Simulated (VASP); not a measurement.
# AlRu in VASP: notebook

Runs on AlRu. Level: PBEsol. Tasks: single point.

Everything below comes from runs of VASP 6.6.1. Logs are shortened: lines on timing, memory, paths and dates and some standing lists are left out, and cuts for length are marked.

### Step 1. The cell of the first run

It takes space group Pm-3m (No. 221, cubic). The conventional cell has a = 2.917 Å, b = 2.917 Å, c = 2.917 Å, α = 90.00°, β = 90.00°, γ = 90.00°. Al (site symmetry m-3m) has 8 Ru at 2.53 Å and 6 Al at 2.92 Å within 3.3 Å. Ru (site symmetry m-3m) has 8 Al at 2.53 Å and 6 Ru at 2.92 Å within 3.3 Å.

### Step 2. Single point, PBEsol (strain -0.025 along x and y, -0.025 along z)

INCAR reads:

```
ALGO     = Normal         # electronic algorithm
EDIFF    = 1E-6           # SCF threshold, eV
ENCUT    = 520            # plane-wave cutoff, eV
GGA      = PS             # functional
ISIF     = 2              # what is computed and relaxed
ISMEAR   = 0              # smearing method
LASPH    = T              # aspherical terms in the spheres
LCHARG   = F              # write CHGCAR
LREAL    = F              # projectors in reciprocal space
LWAVE    = F              # write WAVECAR
NBANDS   = 16             # bands
NELM     = 80             # most SCF steps
PREC     = Accurate       # precision mode
SIGMA    = 0.15           # smearing width, eV
```

KPOINTS reads:

```
k-points
0
Gamma
  16 16 16
```

POSCAR reads:

```
AlRu
1.0
    2.9168100000      0.0000000000      0.0000000000
    0.0000000000      2.9168100000      0.0000000000
    0.0000000000      0.0000000000      2.9168100000
Al Ru
1 1
Direct
    0.0000000000      0.0000000000      0.0000000000
    0.5000000000      0.5000000000      0.5000000000
```

Potentials or basis: VASP PAW PBE potentials, release 64 (Al, Ru_pv).

The run is started by

```sh
$ cat potpaw_PBE.64/Al/POTCAR potpaw_PBE.64/Ru_pv/POTCAR > POTCAR
$ mpirun -np 1 vasp_std > vasp.out
```

OUTCAR:

```text
EDIFF = 1E-6
   ENCUT = 520
   GGA = PS
   ISIF = 2
   ISMEAR = 0
   LASPH = T
   LREAL = F
   NELM = 80
   PREC = Accurate

 ion  position               nearest neighbor table
   1  0.000  0.000  0.000-   2 2.53   2 2.53   2 2.53   2 2.53   2 2.53   2 2.53   2 2.53   2 2.53

   2  0.500  0.500  0.500-   1 2.53   1 2.53   1 2.53   1 2.53   1 2.53   1 2.53   1 2.53   1 2.53

  LATTYP: Found a simple cubic cell.
 ALAT       =     2.9168100000

  Lattice vectors:

 A1 = (   2.9168100000,   0.0000000000,   0.0000000000)
 A2 = (   0.0000000000,   2.9168100000,   0.0000000000)
 A3 = (   0.0000000000,   0.0000000000,   2.9168100000)

Analysis of symmetry for initial positions (statically):
=====================================================================
 Subroutine PRICEL returns:
 Original cell was already a primitive cell.

 Routine SETGRP: Setting up the symmetry group for a
 simple cubic supercell.

 Subroutine GETGRP returns: Found 48 space group operations
 (whereof 48 operations were pure point group operations)
 out of a pool of 48 trial point group operations.

The static configuration has the point symmetry O_h .

Analysis of symmetry for dynamics (positions and initial velocities):
=====================================================================
 Subroutine PRICEL returns:
 Original cell was already a primitive cell.

 Routine SETGRP: Setting up the symmetry group for a
 simple cubic supercell.

 Subroutine GETGRP returns: Found 48 space group operations
 (whereof 48 operations were pure point group operations)
 out of a pool of 48 trial point group operations.

The dynamic configuration has the point symmetry O_h .

 Subroutine INISYM returns: Found 48 space group operations
 (whereof 48 operations are pure point group operations),
 and found     1 'primitive' translations

----------------------------------------------------------------------------------------

                                     Primitive cell

  volume of cell :      24.8156

  direct lattice vectors                    reciprocal lattice vectors
     2.916810000  0.000000000  0.000000000     0.342840295  0.000000000  0.000000000
     0.000000000  2.916810000  0.000000000     0.000000000  0.342840295  0.000000000
     0.000000000  0.000000000  2.916810000     0.000000000  0.000000000  0.342840295

  length of vectors
     2.916810000  2.916810000  2.916810000     0.342840295  0.342840295  0.342840295

  position of ions in fractional coordinates (direct lattice)
     0.000000000  0.000000000  0.000000000
     0.500000000  0.500000000  0.500000000

  ion indices of the primitive-cell ions
   primitive index   ion index
                 1           1
                 2           2

----------------------------------------------------------------------------------------

 KPOINTS: k-points

Automatic generation of k-mesh.
 Grid dimensions read from file:
 generate k-points for:   16   16   16

 Generating k-lattice:

  Cartesian coordinates                     Fractional coordinates (reciprocal lattice)
     0.021427518  0.000000000  0.000000000     0.062500000  0.000000000  0.000000000
     0.000000000  0.021427518  0.000000000     0.000000000  0.062500000  0.000000000
     0.000000000  0.000000000  0.021427518     0.000000000  0.000000000  0.062500000

  Length of vectors
     0.021427518  0.021427518  0.021427518

  Shift w.r.t. Gamma in fractional coordinates (k-lattice)
     0.000000000  0.000000000  0.000000000

 Subroutine IBZKPT returns following result:
 ===========================================

 Found    165 irreducible k-points:

 Following reciprocal coordinates:
            Coordinates               Weight
  0.000000  0.000000  0.000000      1.000000
  0.062500  0.000000  0.000000      6.000000
  0.125000  0.000000  0.000000      6.000000
  0.187500  0.000000  0.000000      6.000000
  0.250000  0.000000  0.000000      6.000000
  0.312500  0.000000  0.000000      6.000000
[... 16 lines left out ...]
  0.437500  0.125000  0.000000     24.000000
  0.500000  0.125000  0.000000     12.000000
 [... further k-points ...]
   k-points           NKPTS =    165   k-points in BZ     NKDIM =    165   number of bands    NBANDS=     16
   number of dos      NEDOS =    301   number of ions     NIONS =      2
   total plane-waves  NPLWV =  13824
   dimension x,y,z NGX =    24 NGY =   24 NGZ =   24
   dimension x,y,z NGXF=    48 NGYF=   48 NGZF=   48
   ions per type =               1   1
   NGX,Y,Z   is equivalent  to a cutoff of  13.68, 13.68, 13.68 a.u.
   NGXF,Y,Z  is equivalent  to a cutoff of  27.36, 27.36, 27.36 a.u.
 SYSTEM =  unknown system
   PREC   = accura    normal or accurate (medium, high low for compatibility)
   ISTART =      0    job   : 0-new  1-cont  2-samecut
   ICHARG =      2    charge: 1-file 2-atom 10-const
   ISPIN  =      1    spin polarized calculation?
   LNONCOLLINEAR =      F non collinear calculations
   LSORBIT =      F    spin-orbit coupling
   LASPH  =      T    aspherical Exc in radial PAW
   ENCUT  =  520.0 eV  38.22 Ry    6.18 a.u.   5.42  5.42  5.42*2*pi/ulx,y,z
   NELM   =     80;   NELMIN=  2; NELMDL= -5     # of ELM steps
   EDIFF  = 0.1E-05   stopping-criterion for ELM
   LREAL  =      F    real-space projection
   EDIFFG = 0.1E-04   stopping-criterion for IOM
   NSW    =      0    number of steps for IOM
   IBRION =     -1    ionic relax: 0-MD 1-quasi-New 2-CG
   NFREE  =      0    steps in history (QN), initial steepest desc. (CG)
   ISIF   =      2    stress and relaxation
   ISYM   =      2    0-nonsym 1-usesym 2-fastsym
   POTIM  = 0.5000    time-step for ionic-motion
   TEBEG  =    0.0;   TEEND  =   0.0 temperature during run
   PSTRESS=    0.0 pullay stress
   NELECT =      17.0000    total number of electrons
   NUPDOWN=      -1.0000    fix difference up-down
   EMIN   =  10.00;   EMAX   =-10.00  energy-range for DOS
   EFERMI =   0.00;   METHOD = LEGACY
   ISMEAR =     0;   SIGMA  =   0.15  broadening in eV -4-tet -1-fermi 0-gaus
   EFERMI_NEDOS =   21; number of points for ismear=-14 and -15
   IALGO  =     38    algorithm
   IMIX   =      4    mixing-type and parameters
     AMIX     =   0.40;   BMIX     =  1.00
     AMIX_MAG =   1.60;   BMIX_MAG =  1.00
  volume/ion in A,a.u.               =      12.41        83.73
  Fermi-wavevector in a.u.,A,eV,Ry     =   1.443166  2.727189 28.337242  2.082729
  Thomas-Fermi vector in A             =   2.561604
   LORBIT       =      0    0 simple, 1 ext, 2 COOP (PROOUT), +10 PAW based schemes
   GGA     = PS    functional components
   LHFCALC =     F    Hartree Fock is set to
   AEXX    =    0.0000 exact exchange contribution
   IVDW    =     0    specifies the selected vdW correction
   LEPSILON=     F    determine dielectric tensor
   LRPA    =     F    only Hartree local field effects (RPA)
 non-spin polarized calculation
 Gauss-broadening in eV      SIGMA  =   0.15
  energy-cutoff  :      520.00
  volume of cell :       24.82
 maximum number of plane-waves:       691
 NGX is ok and might be reduce to    24
   NGX = 11   NGY = 11   NGZ = 11

 number of electron      17.0000003 magnetization

 Free energy of the ion-electron system (eV)
  ---------------------------------------------------
  ext. energy  EPLUGINS =         0.00000000
  ---------------------------------------------------
  free energy    TOTEN  =       -15.45538595 eV

  energy without entropy =      -15.43806331  energy(sigma->0) =      -15.44672463

 E-fermi :  11.7270     XC(G=0): -13.0832

 val. band max:       11.7196134480   @ k =   0.2500   0.1250   0.0000
 cond. band min:      11.7280344138   @ k =   0.3750   0.3750   0.3125
 fundamental gap:      0.0084209658
 Fermi energy:        11.7270282178

 k-point     1 :       0.0000    0.0000    0.0000
  band No.  band energies     occupation
      1     -30.0264      2.00000
      2     -30.0264      2.00000
      3     -30.0264      2.00000
      4       1.5699      2.00000
      5       7.6775      2.00000
      6       7.6775      2.00000
[... 8 lines left out ...]
     15      23.7056      0.00000
     16      28.2775      0.00000

 k-point     2 :       0.0625    0.0000    0.0000
  band No.  band energies     occupation
      1     -30.0372      2.00000
      2     -30.0255      2.00000
      3     -30.0255      2.00000
      4       1.6506      2.00000
      5       7.7068      2.00000
      6       7.7113      2.00000
[... 8 lines left out ...]
     15      23.7062      0.00000
     16      28.5102      0.00000

 k-point     3 :       0.1250    0.0000    0.0000
  band No.  band energies     occupation
      1     -30.0681      2.00000
      2     -30.0229      2.00000
      3     -30.0229      2.00000
      4       1.8892      2.00000
      5       7.7919      2.00000
      6       7.7963      2.00000
[... 8 lines left out ...]
     15      24.1361      0.00000
     16      29.2312      0.00000

 k-point     4 :       0.1875    0.0000    0.0000
  band No.  band energies     occupation
      1     -30.1140      2.00000
      2     -30.0190      2.00000
      3     -30.0190      2.00000
      4       2.2760      2.00000
      5       7.8807      2.00000
      6       7.9242      2.00000
[... 8 lines left out ...]
     15      24.7454      0.00000
     16      30.0685      0.00000
[... 324 lines left out ...]
 k-point    22 :       0.3750    0.1250    0.0000
  band No.  band energies     occupation
      1     -30.2610      2.00000
      2     -30.0459      2.00000
      3     -30.0023      2.00000
      4       4.3817      2.00000
      5       7.2746      2.00000
      6       8.5828      2.00000
[... 8 lines left out ...]
     15      25.5065      0.00000
     16      26.5823      0.00000

 k-point    23 :       0.4375    0.1250    0.0000
  band No.  band energies     occupation
      1     -30.2907      2.00000
      2     -30.0430      2.00000
      3     -29.9996      2.00000
      4       5.1256      2.00000
      5       6.6342      2.00000
      6       8.7101      2.00000
[... 8 lines left out ...]
     15      24.5060      0.00000
     16      25.6198      0.00000

 k-point    24 :       0.5000    0.1250    0.0000
  band No.  band energies     occupation
      1     -30.3011      2.00000
      2     -30.0420      2.00000
      3     -29.9987      2.00000
      4       5.8057      2.00000
      5       5.9836      2.00000
      6       8.7591      2.00000
[... 8 lines left out ...]
     15      24.0475      0.00000
     16      25.0419      0.00000

 [... further k-points ...]

------------------------ aborting loop because EDIFF is reached ----------------------------------------

  FORCE on cell =-STRESS in cart. coord.  units (eV):
  Direction    XX          YY          ZZ          XY          YZ          ZX
  --------------------------------------------------------------------------------------
  -------------------------------------------------------------------------------------
  Total        2.3753080      2.3753080      2.3753080     -0.0000000     -0.0000000      0.0000000
  in kB      153.3578810    153.3578810    153.3578810     -0.0000000     -0.0000000      0.0000000
  external PRESSURE =     153.3578810 kB  Pullay stress =       0.0000000 kB

 VOLUME and BASIS-vectors are now :
 -----------------------------------------------------------------------------
  energy-cutoff  :      520.00
  volume of cell :       24.82
      direct lattice vectors                 reciprocal lattice vectors
     2.916810000  0.000000000  0.000000000     0.342840295  0.000000000  0.000000000
     0.000000000  2.916810000  0.000000000     0.000000000  0.342840295  0.000000000
     0.000000000  0.000000000  2.916810000     0.000000000  0.000000000  0.342840295

 POSITION                                       TOTAL-FORCE (eV/Angst)
 -----------------------------------------------------------------------------------
      0.00000      0.00000      0.00000         0.000000      0.000000      0.000000
      1.45840      1.45840      1.45840         0.000000      0.000000      0.000000
 -----------------------------------------------------------------------------------
    total drift:                                0.000000     -0.000000     -0.000000

  FREE ENERGIE OF THE ION-ELECTRON SYSTEM (eV)
  ---------------------------------------------------
  free  energy   TOTEN  =       -15.4553859451 eV

  energy  without entropy=      -15.4380633059  energy(sigma->0) =      -15.44672463
```

It took 32 s on 1 thread of AMD EPYC 9R45 (Zen 5), shared host; peak memory 0.15 GiB.

What came out:

- Free energy: -15.4554 eV
- Pressure: 15.3 GPa

Levels at points of the mesh, in eV from the Fermi level:
| k point | band 6 | band 7 | band 8 | band 9 | band 10 | band 11 | band 12 | band 13 |
| --- | --- | --- | --- | --- | --- | --- | --- | --- |
| (0.00, 0.00, 0.00) | -4.05 | 0.20 | 0.20 | 0.20 | 6.43 | 6.43 | 6.43 | 11.43 |
| (0.50, 0.00, 0.00) | -3.16 | -1.79 | -1.79 | 0.49 | 2.56 | 7.37 | 11.38 | 11.38 |
| (0.50, 0.50, 0.00) | -1.43 | -1.43 | -1.34 | -1.34 | 1.71 | 5.78 | 7.07 | 11.19 |
| (0.50, 0.50, 0.50) | -5.10 | 1.81 | 1.81 | 3.05 | 4.27 | 4.27 | 4.27 | 9.30 |

Caveat: the cell differs from its parent crystal (strain -0.025 along x and y, -0.025 along z); the PAW data sets were made with another functional, which shifts forces and pressure a little.

### Step 3. Single point, PBEsol (strain +0.025 along x and y, +0.025 along z)

INCAR reads:

```
PREC = Accurate ; ENCUT = 520
EDIFF = 1E-6 ; ISMEAR = 0
SIGMA = 0.15 ; LREAL = False
LASPH = True ; NELM = 80
ALGO = Normal ; ISIF = 2
LWAVE = False ; LCHARG = False
GGA = PS ; NBANDS = 16
```

KPOINTS reads:

```
Automatic mesh
0
Gamma
  16 16 16
```

POSCAR reads:

```
AlRu
1.0
    3.0663900000      0.0000000000      0.0000000000
    0.0000000000      3.0663900000      0.0000000000
    0.0000000000      0.0000000000      3.0663900000
Al Ru
1 1
Direct
    0.0000000000      0.0000000000      0.0000000000
    0.5000000000      0.5000000000      0.5000000000
```

Potentials or basis: VASP PAW PBE potentials, release 64 (Al, Ru_pv).

The run is started by

```sh
$ cat potpaw_PBE.64/Al/POTCAR potpaw_PBE.64/Ru_pv/POTCAR > POTCAR
$ mpirun -np 1 vasp_std > vasp.out
```

OUTCAR:

```text
PREC = Accurate
   ENCUT = 520
   EDIFF = 1E-6
   ISMEAR = 0
   LREAL = False
   LASPH = True
   NELM = 80
   ISIF = 2
   GGA = PS

 ion  position               nearest neighbor table
   1  0.000  0.000  0.000-   2 2.66   2 2.66   2 2.66   2 2.66   2 2.66   2 2.66   2 2.66   2 2.66

   2  0.500  0.500  0.500-   1 2.66   1 2.66   1 2.66   1 2.66   1 2.66   1 2.66   1 2.66   1 2.66

  LATTYP: Found a simple cubic cell.
 ALAT       =     3.0663900000

  Lattice vectors:

[... 644 lines left out ...]
------------------------ aborting loop because EDIFF is reached ----------------------------------------

  FORCE on cell =-STRESS in cart. coord.  units (eV):
  Direction    XX          YY          ZZ          XY          YZ          ZX
  --------------------------------------------------------------------------------------
  -------------------------------------------------------------------------------------
  Total       -2.8914296     -2.8914296     -2.8914296     -0.0000000     -0.0000000      0.0000000
  in kB     -160.6723064   -160.6723064   -160.6723064     -0.0000000     -0.0000000      0.0000000
  external PRESSURE =    -160.6723064 kB  Pullay stress =       0.0000000 kB

 VOLUME and BASIS-vectors are now :
 -----------------------------------------------------------------------------
  energy-cutoff  :      520.00
  volume of cell :       28.83
      direct lattice vectors                 reciprocal lattice vectors
     3.066390000  0.000000000  0.000000000     0.326116378  0.000000000  0.000000000
     0.000000000  3.066390000  0.000000000     0.000000000  0.326116378  0.000000000
     0.000000000  0.000000000  3.066390000     0.000000000  0.000000000  0.326116378

 POSITION                                       TOTAL-FORCE (eV/Angst)
 -----------------------------------------------------------------------------------
      0.00000      0.00000      0.00000         0.000000      0.000000      0.000000
      1.53320      1.53320      1.53320         0.000000      0.000000      0.000000
 -----------------------------------------------------------------------------------
    total drift:                                0.000000     -0.000000     -0.000000

  FREE ENERGIE OF THE ION-ELECTRON SYSTEM (eV)
  ---------------------------------------------------
  free  energy   TOTEN  =       -15.3945931137 eV

  energy  without entropy=      -15.3735153103  energy(sigma->0) =      -15.38405421
```

OSZICAR:

```text
N       E                     dE             d eps       ncg     rms          rms(c)
DAV:   1     0.114782154268E+03    0.11478E+03   -0.90898E+03  5376   0.976E+02
DAV:   2    -0.142960616104E+02   -0.12908E+03   -0.12305E+03  6288   0.289E+02
DAV:   3    -0.161517199156E+02   -0.18557E+01   -0.18491E+01  6512   0.363E+01
DAV:   4    -0.161659878090E+02   -0.14268E-01   -0.14252E-01  6768   0.331E+00
DAV:   5    -0.161662040264E+02   -0.21622E-03   -0.21594E-03  6512   0.382E-01    0.113E+01
DAV:   6    -0.155244144620E+02    0.64179E+00   -0.27890E+00  6088   0.176E+01    0.244E+00
DAV:   7    -0.154152879128E+02    0.10913E+00   -0.27000E-01  5672   0.565E+00    0.175E+00
DAV:   8    -0.153949660572E+02    0.20322E-01   -0.26114E-02  6416   0.116E+00    0.206E-01
DAV:   9    -0.153946152588E+02    0.35080E-03   -0.49079E-04  6448   0.158E-01    0.125E-01
DAV:  10    -0.153945940136E+02    0.21245E-04   -0.39727E-05  6120   0.669E-02    0.678E-03
DAV:  11    -0.153945931137E+02    0.89987E-06   -0.16213E-06  5496   0.135E-02
   1 F= -.15394593E+02 E0= -.15384054E+02  d E =-.210778E-01
```

stdout:

```text
POSCAR found type information on POSCAR AlRu
 POSCAR found :  2 types and       2 ions
 scaLAPACK will be used
 -----------------------------------------------------------------------------
|                                                                             |
|                                                                             |
|     You enforced a specific xc type in the INCAR file but a different       |
|     I HOPE YOU KNOW WHAT YOU ARE DOING!                                     |
|                                                                             |
 -----------------------------------------------------------------------------

 LDA part: xc-table for (Slater+PW92), standard interpolation
 POSCAR, INCAR and KPOINTS ok, starting setup
 FFT: planning ... GRIDC
 FFT: planning ... GRID_SOFT
 FFT: planning ... GRID
 WAVECAR not read
 entering main loop
```

It took 34 s on 1 thread of AMD EPYC 9R45 (Zen 5), shared host; peak memory 0.16 GiB.

What came out:

```
Free energy : -15.3946 eV
Pressure    : -16.1 GPa
```

Caveat: the cell differs from its parent crystal (strain +0.025 along x and y, +0.025 along z); the PAW data sets were made with another functional, which shifts forces and pressure a little.

(Part 1 of 2 ends here.)
